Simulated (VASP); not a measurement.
# Pd (Fm-3m) in VASP: a series of runs

Pd is run at these levels: PBEsol; tasks: single point, relaxation of cell and atoms.

All numbers are computed with VASP 6.6.1; they aren't measurements. Logs are shortened: lines on timing, memory, paths and dates and some standing lists are left out, and cuts for length are marked.

## 1. The cell of the first run

The structure is cubic, space group Fm-3m (No. 225). The conventional cell has a = 3.875 Å, b = 3.875 Å, c = 3.875 Å, α = 90.00°, β = 90.00°, γ = 90.00°. Pd (site symmetry m-3m) has 12 Pd at 2.74 Å within 3.6 Å.

## 2. Single point, PBEsol

The input, INCAR:

```
SYSTEM = Pd
PREC = Accurate ; ENCUT = 520
EDIFF = 1E-6 ; ISMEAR = 0
SIGMA = 0.1 ; LREAL = .FALSE.
LASPH = .TRUE. ; NELM = 80
ALGO = Normal ; ISIF = 2
LWAVE = .FALSE. ; LCHARG = .FALSE.
GGA = PS ; NBANDS = 11
```

The input, KPOINTS:

```
regular mesh
0
G
  18 18 18
  0 0 0
```

The input, POSCAR:

```
Pd
1.0
    0.0000000000      1.9375230924      1.9375230924
    1.9375230924      0.0000000000      1.9375230924
    1.9375230924      1.9375230924      0.0000000000
Pd
1
Direct
    0.0000000000      0.0000000000      0.0000000000
```

Potentials or basis: VASP PAW PBE potentials, release 64 (Pd).

Launch:

```
> cat potpaw_PBE.64/Pd/POTCAR > POTCAR
> mpirun -np 1 vasp_std > vasp.out
```

OUTCAR:

```text
SYSTEM = Pd
   PREC = Accurate
   ENCUT = 520
   EDIFF = 1E-6
   ISMEAR = 0
   LREAL = .FALSE.
   LASPH = .TRUE.
   NELM = 80
   ISIF = 2
   GGA = PS

 ion  position               nearest neighbor table
   1  0.000  0.000  0.000-

  LATTYP: Found a face centered cubic cell.
 ALAT       =     3.8750461848

  Lattice vectors:

 A1 = (   0.0000000000,   1.9375230924,   1.9375230924)
 A2 = (   1.9375230924,   0.0000000000,   1.9375230924)
 A3 = (   1.9375230924,   1.9375230924,   0.0000000000)

Analysis of symmetry for initial positions (statically):
=====================================================================
 Subroutine PRICEL returns:
 Original cell was already a primitive cell.

 Routine SETGRP: Setting up the symmetry group for a
 face centered cubic supercell.

 Subroutine GETGRP returns: Found 48 space group operations
 (whereof 48 operations were pure point group operations)
 out of a pool of 48 trial point group operations.

The static configuration has the point symmetry O_h .

Analysis of symmetry for dynamics (positions and initial velocities):
=====================================================================
 Subroutine PRICEL returns:
 Original cell was already a primitive cell.

 Routine SETGRP: Setting up the symmetry group for a
 face centered cubic supercell.

 Subroutine GETGRP returns: Found 48 space group operations
 (whereof 48 operations were pure point group operations)
 out of a pool of 48 trial point group operations.

The dynamic configuration has the point symmetry O_h .

 Subroutine INISYM returns: Found 48 space group operations
 (whereof 48 operations are pure point group operations),
 and found     1 'primitive' translations

----------------------------------------------------------------------------------------

                                     Primitive cell

  volume of cell :      14.5469

  direct lattice vectors                    reciprocal lattice vectors
     0.000000000  1.937523092  1.937523092    -0.258061440  0.258061440  0.258061440
     1.937523092  0.000000000  1.937523092     0.258061440 -0.258061440  0.258061440
     1.937523092  1.937523092  0.000000000     0.258061440  0.258061440 -0.258061440

  length of vectors
     2.740071435  2.740071435  2.740071435     0.446975526  0.446975526  0.446975526

  position of ions in fractional coordinates (direct lattice)
     0.000000000  0.000000000  0.000000000

  ion indices of the primitive-cell ions
   primitive index   ion index
                 1           1

----------------------------------------------------------------------------------------

 KPOINTS: regular mesh

Automatic generation of k-mesh.
 Grid dimensions read from file:
 generate k-points for:   18   18   18

 Generating k-lattice:

  Cartesian coordinates                     Fractional coordinates (reciprocal lattice)
    -0.014336747  0.014336747  0.014336747     0.055555556  0.000000000  0.000000000
     0.014336747 -0.014336747  0.014336747     0.000000000  0.055555556  0.000000000
     0.014336747  0.014336747 -0.014336747     0.000000000  0.000000000  0.055555556

  Length of vectors
     0.024831974  0.024831974  0.024831974

  Shift w.r.t. Gamma in fractional coordinates (k-lattice)
     0.000000000  0.000000000  0.000000000

 Subroutine IBZKPT returns following result:
 ===========================================

 Found    195 irreducible k-points:

 Following reciprocal coordinates:
            Coordinates               Weight
  0.000000  0.000000  0.000000      1.000000
  0.055556  0.000000  0.000000      8.000000
  0.111111  0.000000  0.000000      8.000000
  0.166667  0.000000  0.000000      8.000000
  0.222222  0.000000  0.000000      8.000000
  0.277778  0.000000  0.000000      8.000000
[... 16 lines left out ...]
 -0.277778  0.055556  0.000000     24.000000
 -0.222222  0.055556  0.000000     24.000000
 [... further k-points ...]
   k-points           NKPTS =    195   k-points in BZ     NKDIM =    195   number of bands    NBANDS=     11
   number of dos      NEDOS =    301   number of ions     NIONS =      1
   total plane-waves  NPLWV =   8000
   dimension x,y,z NGX =    20 NGY =   20 NGZ =   20
   dimension x,y,z NGXF=    40 NGYF=   40 NGZF=   40
   ions per type =               1
   NGX,Y,Z   is equivalent  to a cutoff of  12.13, 12.13, 12.13 a.u.
   NGXF,Y,Z  is equivalent  to a cutoff of  24.27, 24.27, 24.27 a.u.
 SYSTEM =  Pd
   PREC   = accura    normal or accurate (medium, high low for compatibility)
   ISTART =      0    job   : 0-new  1-cont  2-samecut
   ICHARG =      2    charge: 1-file 2-atom 10-const
   ISPIN  =      1    spin polarized calculation?
   LNONCOLLINEAR =      F non collinear calculations
   LSORBIT =      F    spin-orbit coupling
   LASPH  =      T    aspherical Exc in radial PAW
   ENCUT  =  520.0 eV  38.22 Ry    6.18 a.u.   5.09  5.09  5.09*2*pi/ulx,y,z
   NELM   =     80;   NELMIN=  2; NELMDL= -5     # of ELM steps
   EDIFF  = 0.1E-05   stopping-criterion for ELM
   LREAL  =      F    real-space projection
[... 7 lines left out ...]
   TEBEG  =    0.0;   TEEND  =   0.0 temperature during run
   PSTRESS=    0.0 pullay stress
   NELECT =      10.0000    total number of electrons
   NUPDOWN=      -1.0000    fix difference up-down
   EMIN   =  10.00;   EMAX   =-10.00  energy-range for DOS
   EFERMI =   0.00;   METHOD = LEGACY
   ISMEAR =     0;   SIGMA  =   0.10  broadening in eV -4-tet -1-fermi 0-gaus
   EFERMI_NEDOS =   21; number of points for ismear=-14 and -15
   IALGO  =     38    algorithm
   IMIX   =      4    mixing-type and parameters
     AMIX     =   0.40;   BMIX     =  1.00
     AMIX_MAG =   1.60;   BMIX_MAG =  1.00
  volume/ion in A,a.u.               =      14.55        98.17
  Fermi-wavevector in a.u.,A,eV,Ry     =   1.444834  2.730340 28.402777  2.087545
  Thomas-Fermi vector in A             =   2.563084
   LORBIT       =      0    0 simple, 1 ext, 2 COOP (PROOUT), +10 PAW based schemes
   GGA     = PS    functional components
   LHFCALC =     F    Hartree Fock is set to
   AEXX    =    0.0000 exact exchange contribution
   IVDW    =     0    specifies the selected vdW correction
   LEPSILON=     F    determine dielectric tensor
   LRPA    =     F    only Hartree local field effects (RPA)
 non-spin polarized calculation
 Gauss-broadening in eV      SIGMA  =   0.10
  energy-cutoff  :      520.00
  volume of cell :       14.55
 maximum number of plane-waves:       403
   NGX = 11   NGY = 11   NGZ = 11

 number of electron      10.0000002 magnetization

 Free energy of the ion-electron system (eV)
  ---------------------------------------------------
  ext. energy  EPLUGINS =         0.00000000
  ---------------------------------------------------
  free energy    TOTEN  =        -5.96953403 eV

  energy without entropy =       -5.95803130  energy(sigma->0) =       -5.96378267

 E-fermi :   9.8596     XC(G=0): -13.4666

 val. band max:        9.8584149579   @ k =  -0.4444   0.3889   0.1111
 cond. band min:       9.8602582290   @ k =   0.5000   0.1111   0.0000
 fundamental gap:      0.0018432711
 Fermi energy:         9.8596467621

 k-point     1 :       0.0000    0.0000    0.0000
  band No.  band energies     occupation
      1       2.5080      2.00000
      2       6.9380      2.00000
      3       6.9380      2.00000
      4       6.9380      2.00000
      5       8.6085      2.00000
      6       8.6085      2.00000
      7      26.9890      0.00000
      8      31.8391      0.00000
      9      31.8391      0.00000
     10      31.8391      0.00000
     11      35.9041      0.00000

 k-point     2 :       0.0556    0.0000    0.0000
  band No.  band energies     occupation
      1       2.6219      2.00000
      2       6.8961      2.00000
      3       6.9783      2.00000
      4       6.9783      2.00000
      5       8.5886      2.00000
      6       8.5886      2.00000
      7      27.1151      0.00000
      8      31.0771      0.00000
      9      31.9733      0.00000
     10      31.9733      0.00000
     11      35.9498      0.00000

 k-point     3 :       0.1111    0.0000    0.0000
  band No.  band energies     occupation
      1       2.9511      2.00000
      2       6.7915      2.00000
      3       7.0835      2.00000
      4       7.0835      2.00000
      5       8.5469      2.00000
      6       8.5469      2.00000
      7      27.4034      0.00000
      8      29.5334      0.00000
      9      32.3550      0.00000
     10      32.3550      0.00000
     11      35.9795      0.00000

 k-point     4 :       0.1667    0.0000    0.0000
  band No.  band energies     occupation
      1       3.4482      2.00000
      2       6.6919      2.00000
      3       7.2019      2.00000
      4       7.2019      2.00000
      5       8.5396      2.00000
      6       8.5396      2.00000
      7      27.1439      0.00000
      8      28.3268      0.00000
      9      32.9129      0.00000
     10      32.9129      0.00000
     11      36.0558      0.00000
[... 239 lines left out ...]
 k-point    22 :      -0.3333    0.0556    0.0000
  band No.  band energies     occupation
      1       4.5889      2.00000
      2       7.0284      2.00000
      3       7.1140      2.00000
      4       8.0574      2.00000
      5       9.1402      2.00000
      6       9.8716      0.86548
      7      20.7526      0.00000
      8      27.1525      0.00000
      9      31.0479      0.00000
     10      33.1329      0.00000
     11      35.8841      0.00000

 k-point    23 :      -0.2778    0.0556    0.0000
  band No.  band energies     occupation
      1       4.5410      2.00000
      2       7.0818      2.00000
      3       7.2287      2.00000
      4       7.2948      2.00000
      5       8.7743      2.00000
      6       9.3922      2.00000
      7      22.7912      0.00000
      8      27.6726      0.00000
      9      31.6965      0.00000
     10      34.6240      0.00000
     11      35.0450      0.00000

 k-point    24 :      -0.2222    0.0556    0.0000
  band No.  band energies     occupation
      1       4.2471      2.00000
      2       6.6957      2.00000
      3       7.2719      2.00000
      4       7.3087      2.00000
      5       8.4795      2.00000
      6       9.0194      2.00000
      7      24.8340      0.00000
      8      28.0882      0.00000
      9      32.1518      0.00000
     10      34.4917      0.00000
     11      34.9222      0.00000

 [... further k-points ...]

------------------------ aborting loop because EDIFF is reached ----------------------------------------

  FORCE on cell =-STRESS in cart. coord.  units (eV):
  Direction    XX          YY          ZZ          XY          YZ          ZX
  --------------------------------------------------------------------------------------
  -------------------------------------------------------------------------------------
  Total       -0.0312765     -0.0312765     -0.0312765      0.0000000      0.0000000     -0.0000000
  in kB       -3.4447519     -3.4447519     -3.4447519      0.0000000      0.0000000     -0.0000000
  external PRESSURE =      -3.4447519 kB  Pullay stress =       0.0000000 kB

 VOLUME and BASIS-vectors are now :
 -----------------------------------------------------------------------------
  energy-cutoff  :      520.00
  volume of cell :       14.55
      direct lattice vectors                 reciprocal lattice vectors
     0.000000000  1.937523092  1.937523092    -0.258061440  0.258061440  0.258061440
     1.937523092  0.000000000  1.937523092     0.258061440 -0.258061440  0.258061440
     1.937523092  1.937523092  0.000000000     0.258061440  0.258061440 -0.258061440

 POSITION                                       TOTAL-FORCE (eV/Angst)
 -----------------------------------------------------------------------------------
      0.00000      0.00000      0.00000         0.000000      0.000000      0.000000
 -----------------------------------------------------------------------------------
    total drift:                                0.000000      0.000000      0.000000

  FREE ENERGIE OF THE ION-ELECTRON SYSTEM (eV)
  ---------------------------------------------------
  free  energy   TOTEN  =        -5.9695340313 eV

  energy  without entropy=       -5.9580313011  energy(sigma->0) =       -5.96378267
```

Run time: 15 s. Hardware: 1 thread of Intel Xeon 6975P-C, shared host; peak memory 0.15 GiB.

What came out:

```yaml
Free_energy: -5.9695 eV
Pressure: -0.3 GPa
Band_gap_on_the_k_mesh: zero (band 5 reaches 10.16 eV, above the bottom of band 6 at 8.54 eV)
```

Levels at points of the mesh, in eV from the Fermi level:
```tsv
k point	band 3	band 4	band 5	band 6	band 7	band 8
(0.00, 0.00, 0.00)	-2.92	-2.92	-1.25	-1.25	17.13	21.98
(0.50, 0.00, 0.00)	-2.97	-0.02	-0.02	0.89	7.37	16.49
(0.50, 0.50, 0.00)	-0.04	0.30	0.30	3.25	10.86	13.18
```

Caveat: the PAW data sets were made with another functional, which shifts forces and pressure a little.

## 3. Relaxation of cell and atoms, PBEsol

This run uses another cell than the first one, of 15.03 Å³/atom, 1.033 times its volume.

The input, INCAR:

```
SYSTEM = Pd
PREC = Accurate
ENCUT = 600
EDIFF = 1E-7
ISMEAR = 0
SIGMA = 0.1
LREAL = .False.
LASPH = .True.
NELM = 80
ALGO = Normal
ISIF = 3
LWAVE = .False.
LCHARG = .False.
GGA = PS
IBRION = 2
NSW = 100
EDIFFG = -0.005
```

The input, KPOINTS:

```
Automatic mesh
0
Gamma
  18 18 18
  0 0 0
```

The input, POSCAR:

```
Pd
1.0
    0.0000000000      1.9586507900      1.9586507900
    1.9586507900      0.0000000000      1.9586507900
    1.9586507900      1.9586507900      0.0000000000
Pd
1
Direct
    0.0000000000      0.0000000000      0.0000000000
```

Potentials or basis: VASP PAW PBE potentials, release 64 (Pd).

Launch:

```
> cat potpaw_PBE.64/Pd/POTCAR > POTCAR
> mpirun -np 1 vasp_std > vasp.out
```

Run time: 43 s. Hardware: 1 thread of Intel Xeon 6975P-C, shared host; peak memory 0.18 GiB.

The run converged. Its results:

```
Free energy                            : -5.9703 eV
Relaxed volume                         : 14.52 Å³/atom
Relaxed cell                           : a = 2.738 Å, b = 2.738 Å, c = 2.738 Å, α = 60.00°, β = 60.00°, γ = 60.00°
Space group after relaxing (to 0.05 Å) : Fm-3m (No. 225)
Energy gained by relaxing              : 10.6 meV/atom
Ionic steps                            : 4
Pressure after relaxing                : 0.0 GPa
Band gap on the k mesh                 : zero (band 5 reaches 10.20 eV, above the bottom of band 6 at 8.57 eV)
```

The path:
| step | energy change (eV) | largest force (eV/Å) | pressure (GPa) | volume (Å³) |
| --- | --- | --- | --- | --- |
| 1 | 0.0000 | 0.0000 | -6.43 | 15.03 |
| 2 | 0.0186 | 0.0000 | 12.95 | 13.75 |
| 3 | -0.0106 | 0.0000 | -0.10 | 14.53 |
| 4 | -0.0106 | 0.0000 | 0.04 | 14.52 |

Final structure:
```
CELL_PARAMETERS angstrom
0.00000 1.93624 1.93624
1.93624 0.00000 1.93624
1.93624 1.93624 0.00000
ATOMIC_POSITIONS crystal
Pd 0.00000 0.00000 0.00000
```

Levels at points of the mesh, in eV from the Fermi level:
| k point | band 2 | band 3 | band 4 | band 5 | band 6 | band 7 | band 8 | band 9 |
| --- | --- | --- | --- | --- | --- | --- | --- | --- |
| (0.00, 0.00, 0.00) | -2.93 | -2.93 | -2.93 | -1.26 | -1.26 | 17.13 | 21.99 | 21.99 |
| (0.50, 0.00, 0.00) | -2.98 | -2.98 | -0.02 | -0.02 | 0.88 | 7.39 | 16.49 | 21.16 |
| (0.50, 0.50, 0.00) | -5.27 | -0.04 | 0.30 | 0.30 | 3.25 | 10.88 | 13.20 | 13.20 |

Caveat: the PAW data sets were made with another functional, which shifts forces and pressure a little.
